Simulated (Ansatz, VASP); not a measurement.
**TaSi2 in VASP and in Ansatz**

Contents of INCAR:

```
PREC = Accurate ; ENCUT = 520
EDIFF = 1E-7 ; ISMEAR = 0
SIGMA = 0.15 ; LREAL = F
LASPH = T ; NELM = 60
ALGO = Normal ; ISIF = 2
LWAVE = F ; LCHARG = T
GGA = PS ; LELF = T
LVHAR = T ; NBANDS = 38
```

File KPOINTS:

```
Automatic mesh
0
Gamma
  12 12 6
```

Contents of POSCAR:

```
TaSi2
1.0
    4.7608595319      0.0000000000      0.0000000000
   -2.3804297659      4.1230252985      0.0000000000
    0.0000000000      0.0000000000      6.8835733572
Ta Si
3 6
Direct
    0.5000000000      0.0000000000      0.5000000000
    0.5000000000      0.5000000000      0.8333333333
    0.0000000000      0.5000000000      0.1666666667
    0.1592675430      0.3185350860      0.5000000000
    0.8407324570      0.1592675430      0.8333333333
    0.6814649140      0.8407324570      0.1666666667
    0.8407324570      0.6814649140      0.5000000000
    0.1592675430      0.8407324570      0.8333333333
    0.3185350860      0.1592675430      0.1666666667
```

Input for Ansatz:

```yaml
crystal:
  lattice:
    - [4.7608595319, 0.0, 0.0]
    - [-2.3804297659, 4.1230252985, 0.0]
    - [0.0, 0.0, 6.8835733572]
  atoms:
    - { symbol: Ta, position: [0.5, 0.0, 0.5] }
    - { symbol: Ta, position: [0.5, 0.5, 0.8333333333] }
    - { symbol: Ta, position: [0.0, 0.5, 0.1666666667] }
    - { symbol: Si, position: [0.159267543, 0.318535086, 0.5] }
    - { symbol: Si, position: [0.840732457, 0.159267543, 0.8333333333] }
    - { symbol: Si, position: [0.681464914, 0.840732457, 0.1666666667] }
    - { symbol: Si, position: [0.840732457, 0.681464914, 0.5] }
    - { symbol: Si, position: [0.159267543, 0.840732457, 0.8333333333] }
    - { symbol: Si, position: [0.318535086, 0.159267543, 0.1666666667] }
basis:
  ecutwfc: 420
kpoints:
  mp_grid: { grid: [12, 12, 6] }
hamiltonian:
  xc: pbesol
scf:
  occupations: { method: gaussian, width: 0.15 }
output:
  forces: true
  stress: true
  eigenvalues: true
```

Change from the starting cell: strain +0.000 along x and y, +0.050 along z, atoms carried along.

Alike in both runs: task single point; functional PBEsol; k mesh 12 × 12 × 6; occupations gaussian, width 0.15 eV; no spin polarisation.

|  | VASP | Ansatz |
| --- | --- | --- |
| version | VASP 6.6.1 | Ansatz 0.2.0 |
| potentials or method | VASP PAW PBE potentials, release 64 (Ta_pv, Si), cutoff 520 eV | scalar-relativistic, plane waves, PAW |
| valence electrons in the cell | 57 | 63 |

Ansatz gave:

```
gap on the k mesh at the Fermi level (eV)                     : none
pressure (GPa)                                                : -9.2
traceless stress, the component that is largest in VASP (GPa) : -9.63
rms of the force components (eV/Å)                            : 0.072
```

What did VASP give for the same quantities?

gap on the k mesh at the Fermi level (eV): none; pressure (GPa): -8.9; traceless stress, the component that is largest in VASP (GPa): -9.60; rms of the force components (eV/Å): 0.072.

VASP's potentials were made for PBE, not for PBEsol. Atom by atom the forces differ by 0.000 eV/Å (rms over components). A gap of «none» marks a metal or a gap that the smearing closes. VASP's potentials hold 57 valence electrons a cell and Ansatz's 63, so a difference there can come from the potentials and not from the codes.

Neither program's run includes spin-orbit coupling.
